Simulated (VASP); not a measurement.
CoO:

```
Co O
1.0
     1.50547    0.86918    2.43993
    -1.50547    0.86918    2.43993
     0.00000   -1.73837    2.43993
Co O
1 1
Direct
  0.00000 0.00000 0.00000
  0.50000 0.50000 0.50000
```

Base run:

| Quantity | Value |
| --- | --- |
| Program | VASP 6.6.1 |
| Functional | PBE |
| Potentials or basis | VASP PAW PBE potentials, release 64 (Co, O) |
| Cutoff | 520 eV |
| k mesh | 11 × 11 × 11 |
| Occupations | fermi-dirac, width 0.05 eV |
| Spin | no spin polarisation |

Its results: pressure -18.2 GPa.

Task: The run is repeated on the same cell with these changes: spin from no spin polarisation to collinear spin, ferromagnetic start; further incar settings from ALGO = Normal; EDIFF = 1e-07; NBANDS = 14 to ALGO = Normal; EDIFF = 1e-06; NBANDS = 18. What comes out?

Result: Pressure -0.6 GPa; net moment 2.87 μB per cell; site moments Co +2.54; O +0.29 μB.

Caveats: the cell stands under tension (at least some runs); an odd number of electrons without spin polarisation forces a metal (at least some runs); a magnetic or distorted state may lie lower (at least some runs); a cell with one magnetic atom can't hold antiferromagnetic order, which such compounds often take (at least some runs).
